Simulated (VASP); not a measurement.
# Nb (Im-3m) in VASP: notebook

The runs below take Nb through single point, with RPBE+D4, BLYP.

Program: VASP 6.6.1. These are calculated values, not measurements. Logs are shortened: lines on timing, memory, paths and dates and some standing lists are left out, and cuts for length are marked.

## 1. The cell of the first run

Symmetry: Im-3m, No. 229, cubic system. The conventional cell has a = 3.328 Å, b = 3.328 Å, c = 3.328 Å, α = 90.00°, β = 90.00°, γ = 90.00°. Within 3.8 Å of Nb (site symmetry m-3m) lie 14 Nb at 2.88 to 3.33 Å.

## 2. Single point, RPBE+D4

File INCAR:

```
ALGO = Normal ; EDIFF = 1E-6
ENCUT = 500 ; GGA = RP
GGA_COMPAT = False ; ISIF = 2
ISMEAR = -1 ; IVDW = 13
LASPH = True ; LCHARG = False
LREAL = False ; LWAVE = False
NBANDS = 12 ; NELM = 120
PREC = Accurate ; SIGMA = 0.05
```

File KPOINTS:

```
k-points
0
Gamma
  11 11 11
```

File POSCAR:

```
Nb
1.0
   -1.6639500000      1.6639500000      1.6639500000
    1.6639500000     -1.6639500000      1.6639500000
    1.6639500000      1.6639500000     -1.6639500000
Nb
1
Direct
    0.0000000000      0.0000000000      0.0000000000
```

Potentials or basis: VASP PAW PBE potentials, release 64 (Nb_sv).

Started as:

```
$ cat potpaw_PBE.64/Nb_sv/POTCAR > POTCAR
$ mpirun -np 1 vasp_std > vasp.out
```

OUTCAR:

```text
EDIFF = 1E-6
   ENCUT = 500
   GGA = RP
   ISIF = 2
   ISMEAR = -1
   IVDW = 13
   LASPH = True
   LREAL = False
   NELM = 120
   PREC = Accurate

 ion  position               nearest neighbor table
   1  0.000  0.000  0.000-

  LATTYP: Found a body centered cubic cell.
 ALAT       =     3.3279000000

  Lattice vectors:

 A1 = (  -1.6639500000,   1.6639500000,   1.6639500000)
 A2 = (   1.6639500000,  -1.6639500000,   1.6639500000)
 A3 = (   1.6639500000,   1.6639500000,  -1.6639500000)

Analysis of symmetry for initial positions (statically):
=====================================================================
 Subroutine PRICEL returns:
 Original cell was already a primitive cell.

 Routine SETGRP: Setting up the symmetry group for a
 body centered cubic supercell.

 Subroutine GETGRP returns: Found 48 space group operations
 (whereof 48 operations were pure point group operations)
 out of a pool of 48 trial point group operations.

The static configuration has the point symmetry O_h .

Analysis of symmetry for dynamics (positions and initial velocities):
=====================================================================
 Subroutine PRICEL returns:
 Original cell was already a primitive cell.

 Routine SETGRP: Setting up the symmetry group for a
 body centered cubic supercell.

 Subroutine GETGRP returns: Found 48 space group operations
 (whereof 48 operations were pure point group operations)
 out of a pool of 48 trial point group operations.

The dynamic configuration has the point symmetry O_h .

 Subroutine INISYM returns: Found 48 space group operations
 (whereof 48 operations are pure point group operations),
 and found     1 'primitive' translations

----------------------------------------------------------------------------------------

                                     Primitive cell

  volume of cell :      18.4281

  direct lattice vectors                    reciprocal lattice vectors
    -1.663950000  1.663950000  1.663950000     0.000000000  0.300489798  0.300489798
     1.663950000 -1.663950000  1.663950000     0.300489798  0.000000000  0.300489798
     1.663950000  1.663950000 -1.663950000     0.300489798  0.300489798  0.000000000

  length of vectors
     2.882045941  2.882045941  2.882045941     0.424956748  0.424956748  0.424956748

  position of ions in fractional coordinates (direct lattice)
     0.000000000  0.000000000  0.000000000

  ion indices of the primitive-cell ions
   primitive index   ion index
                 1           1

----------------------------------------------------------------------------------------

 KPOINTS: k-points

Automatic generation of k-mesh.
 Grid dimensions read from file:
 generate k-points for:   11   11   11

 Generating k-lattice:

  Cartesian coordinates                     Fractional coordinates (reciprocal lattice)
     0.000000000  0.027317254  0.027317254     0.090909091  0.000000000  0.000000000
     0.027317254  0.000000000  0.027317254     0.000000000  0.090909091  0.000000000
     0.027317254  0.027317254  0.000000000     0.000000000  0.000000000  0.090909091

  Length of vectors
     0.038632432  0.038632432  0.038632432

  Shift w.r.t. Gamma in fractional coordinates (k-lattice)
     0.000000000  0.000000000  0.000000000

 Subroutine IBZKPT returns following result:
 ===========================================

 Found     56 irreducible k-points:

 Following reciprocal coordinates:
            Coordinates               Weight
  0.000000  0.000000  0.000000      1.000000
  0.090909  0.000000  0.000000     12.000000
  0.181818  0.000000  0.000000     12.000000
  0.272727  0.000000  0.000000     12.000000
  0.363636  0.000000  0.000000     12.000000
  0.454545  0.000000  0.000000     12.000000
[... 16 lines left out ...]
  0.272727  0.181818  0.090909     48.000000
  0.363636  0.181818  0.090909     24.000000
 [... further k-points ...]
   k-points           NKPTS =     56   k-points in BZ     NKDIM =     56   number of bands    NBANDS=     12
   number of dos      NEDOS =    301   number of ions     NIONS =      1
   total plane-waves  NPLWV =  13824
   dimension x,y,z NGX =    24 NGY =   24 NGZ =   24
   dimension x,y,z NGXF=    48 NGYF=   48 NGZF=   48
   ions per type =               1
   NGX,Y,Z   is equivalent  to a cutoff of  13.84, 13.84, 13.84 a.u.
   NGXF,Y,Z  is equivalent  to a cutoff of  27.69, 27.69, 27.69 a.u.
 SYSTEM =  unknown system
   PREC   = accura    normal or accurate (medium, high low for compatibility)
   ISTART =      0    job   : 0-new  1-cont  2-samecut
   ICHARG =      2    charge: 1-file 2-atom 10-const
   ISPIN  =      1    spin polarized calculation?
   LNONCOLLINEAR =      F non collinear calculations
   LSORBIT =      F    spin-orbit coupling
   LASPH  =      T    aspherical Exc in radial PAW
   ENCUT  =  500.0 eV  36.75 Ry    6.06 a.u.   5.25  5.25  5.25*2*pi/ulx,y,z
   NELM   =    120;   NELMIN=  2; NELMDL= -5     # of ELM steps
   EDIFF  = 0.1E-05   stopping-criterion for ELM
   LREAL  =      F    real-space projection
   EDIFFG = 0.1E-04   stopping-criterion for IOM
   NSW    =      0    number of steps for IOM
   IBRION =     -1    ionic relax: 0-MD 1-quasi-New 2-CG
   NFREE  =      0    steps in history (QN), initial steepest desc. (CG)
   ISIF   =      2    stress and relaxation
   ISYM   =      2    0-nonsym 1-usesym 2-fastsym
   POTIM  = 0.5000    time-step for ionic-motion
   TEBEG  =    0.0;   TEEND  =   0.0 temperature during run
   PSTRESS=    0.0 pullay stress
   NELECT =      13.0000    total number of electrons
   NUPDOWN=      -1.0000    fix difference up-down
   EMIN   =  10.00;   EMAX   =-10.00  energy-range for DOS
   EFERMI =   0.00;   METHOD = LEGACY
   ISMEAR =    -1;   SIGMA  =   0.05  broadening in eV -4-tet -1-fermi 0-gaus
   EFERMI_NEDOS =   21; number of points for ismear=-14 and -15
   IALGO  =     38    algorithm
   IMIX   =      4    mixing-type and parameters
     AMIX     =   0.40;   BMIX     =  1.00
     AMIX_MAG =   1.60;   BMIX_MAG =  1.00
  volume/ion in A,a.u.               =      18.43       124.36
  Fermi-wavevector in a.u.,A,eV,Ry     =   1.457345  2.753983 28.896790  2.123854
  Thomas-Fermi vector in A             =   2.574157
   LORBIT       =      0    0 simple, 1 ext, 2 COOP (PROOUT), +10 PAW based schemes
   GGA     = RP    functional components
   LHFCALC =     F    Hartree Fock is set to
   AEXX    =    0.0000 exact exchange contribution
   IVDW    =    13    specifies the selected vdW correction
   LEPSILON=     F    determine dielectric tensor
   LRPA    =     F    only Hartree local field effects (RPA)
 non-spin polarized calculation
  energy-cutoff  :      500.00
  volume of cell :       18.43
 maximum number of plane-waves:       478
 NGX is ok and might be reduce to    24
   NGX = 11   NGY = 11   NGZ = 11

 number of electron      12.9999999 magnetization

 Free energy of the ion-electron system (eV)
  ---------------------------------------------------
  ext. energy  EPLUGINS =         0.00000000
  ---------------------------------------------------
  free energy    TOTEN  =        -9.69994508 eV

  energy without entropy =       -9.68544034  energy(sigma->0) =       -9.69269271

 E-fermi :  10.9023     XC(G=0): -12.3173

 val. band max:       10.8994372403   @ k =  -0.1818   0.1818   0.0909
 cond. band min:      10.9586589553   @ k =   0.0909   0.0909   0.0000
 fundamental gap:      0.0592217149
 Fermi energy:        10.9023021569

 k-point     1 :       0.0000    0.0000    0.0000
  band No.  band energies     occupation
      1     -43.4920      2.00000
      2     -18.8376      2.00000
      3     -18.8376      2.00000
      4     -18.8376      2.00000
      5       5.0447      2.00000
      6      11.3096      0.00058
      7      11.3096      0.00058
      8      11.3096      0.00058
      9      14.1454      0.00000
     10      14.1454      0.00000
     11      25.0818      0.00000
     12      25.0818      0.00000

 k-point     2 :       0.0909    0.0000    0.0000
  band No.  band energies     occupation
      1     -43.4747      2.00000
      2     -18.9446      2.00000
      3     -18.8703      2.00000
      4     -18.8384      2.00000
      5       5.3726      2.00000
      6      11.1118      0.02986
      7      11.2541      0.00176
      8      11.6244      0.00000
      9      13.8670      0.00000
     10      14.1484      0.00000
     11      25.3333      0.00000
     12      25.6505      0.00000

 k-point     3 :       0.1818    0.0000    0.0000
  band No.  band energies     occupation
      1     -43.4278      2.00000
      2     -19.2248      2.00000
      3     -18.9570      2.00000
      4     -18.8406      2.00000
      5       6.2324      2.00000
      6      10.6283      1.99169
      7      11.0002      0.24755
      8      12.5362      0.00000
      9      13.5619      0.00000
     10      14.1937      0.00000
     11      25.6252      0.00000
     12      26.8756      0.00000
[... 286 lines left out ...]
 k-point    23 :       0.2727    0.1818    0.0909
  band No.  band energies     occupation
      1     -43.2699      2.00000
      2     -19.8705      2.00000
      3     -19.3248      2.00000
      4     -19.0371      2.00000
      5       8.6852      2.00000
      6       9.4665      2.00000
      7      10.6652      1.98271
      8      14.3945      0.00000
      9      14.8435      0.00000
     10      18.8574      0.00000
     11      22.2272      0.00000
     12      23.9731      0.00000

 k-point    24 :       0.3636    0.1818    0.0909
  band No.  band energies     occupation
      1     -43.2572      2.00000
      2     -19.8754      2.00000
      3     -19.4077      2.00000
      4     -19.0459      2.00000
      5       8.5991      2.00000
      6       9.4117      2.00000
      7      11.2116      0.00411
      8      14.5132      0.00000
      9      14.9063      0.00000
     10      19.7372      0.00000
     11      21.1596      0.00000
     12      23.4176      0.00000

 [... further k-points ...]

------------------------ aborting loop because EDIFF is reached ----------------------------------------

  DFT-D4 for vdW energy calculation

  Edisp (eV):   -0.57618

  FORCE on cell =-STRESS in cart. coord.  units (eV):
  Direction    XX          YY          ZZ          XY          YZ          ZX
  --------------------------------------------------------------------------------------
  -------------------------------------------------------------------------------------
  Total      -0.50525    -0.50525    -0.50525    -0.00000    -0.00000     0.00000
  in kB     -43.92727   -43.92727   -43.92727    -0.00000    -0.00000     0.00000
  external pressure =      -43.93 kB  Pullay stress =        0.00 kB

 VOLUME and BASIS-vectors are now :
 -----------------------------------------------------------------------------
  energy-cutoff  :      500.00
  volume of cell :       18.43
      direct lattice vectors                 reciprocal lattice vectors
    -1.663950000  1.663950000  1.663950000     0.000000000  0.300489798  0.300489798
     1.663950000 -1.663950000  1.663950000     0.300489798  0.000000000  0.300489798
     1.663950000  1.663950000 -1.663950000     0.300489798  0.300489798  0.000000000

 POSITION                                       TOTAL-FORCE (eV/Angst)
 -----------------------------------------------------------------------------------
      0.00000      0.00000      0.00000         0.000000     -0.000000      0.000000
 -----------------------------------------------------------------------------------
    total drift:                                0.000000     -0.000000      0.000000

  FREE ENERGIE OF THE ION-ELECTRON SYSTEM (eV)
  ---------------------------------------------------
  free  energy   TOTEN  =       -10.2761299249 eV

  energy  without entropy=      -10.2616251822  energy(sigma->0) =      -10.26887755
```

Wall time 21 s (1 thread of AMD EPYC 7R13, shared host); peak memory 0.11 GiB.

What came out:

```
Free energy                : -10.2761 eV
Pressure                   : -4.4 GPa
Dispersion energy per atom : -0.576 eV
```

Caveat: the PAW data sets were made with another functional, which shifts forces and pressure a little; pairwise dispersion overbinds metals, which lowers pressure and volume.

(Part 1 of 2 ends here.)
